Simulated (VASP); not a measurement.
Set up this calculation in VASP 6.6.1, as the native input.

```
Task                   : single point
Functional             : PBEsol
Potentials or basis    : VASP PAW PBE potentials, release 64 (Cu)
Cutoff                 : 520 eV
k mesh                 : 34 × 34 × 34
Occupations            : gaussian, width 0.15 eV
Spin                   : no spin polarisation
Dipole correction      : no
Further INCAR settings : ALGO = Fast; EDIFF = 1e-06; NBANDS = 12
```

The structure of Cu lies in POSCAR:

```
Cu
1.0
   -1.5255359283      1.5255359283      1.2203577338
    1.5255359283     -1.5255359283      1.2203577338
    1.5255359283      1.5255359283     -1.2203577338
Cu
1
Direct
    0.0000000000      0.0000000000      0.0000000000
```

This cell differs from its parent crystal: ratio of the length along z to the lengths across it x 0.85, volume and fractional coordinates fixed.

The input as run:

INCAR

```
PREC     = Accurate       # precision mode
ENCUT    = 520            # plane-wave cutoff, eV
EDIFF    = 1E-6           # SCF threshold, eV
ISMEAR   = 0              # smearing method
SIGMA    = 0.15           # smearing width, eV
LREAL    = False          # projectors in reciprocal space
LASPH    = True           # aspherical terms in the spheres
NELM     = 100            # most SCF steps
ALGO     = Fast           # electronic algorithm
ISIF     = 2              # what is computed and relaxed
LWAVE    = False          # write WAVECAR
LCHARG   = False          # write CHGCAR
GGA      = PS             # functional
NBANDS   = 12             # bands
```

KPOINTS

```
Automatic mesh
0
Gamma
  34 34 34
```

Potentials or basis: VASP PAW PBE potentials, release 64 (Cu).

Launch:

```console
$ cat potpaw_PBE.64/Cu/POTCAR > POTCAR
$ mpirun -np 1 vasp_std > vasp.out
```

Results of the run:

```yaml
Pressure: 3.1 GPa
Band_gap_on_the_k_mesh: zero (an odd number of electrons rules out a gap without spin polarisation)
```

Caveat: the cell stands under pressure; the PAW data sets were made with another functional, which shifts forces and pressure a little.

Wall time 7.6 min on 1 thread of Intel Xeon 8259CL, with other jobs on the host, peak memory 0.46 GiB.
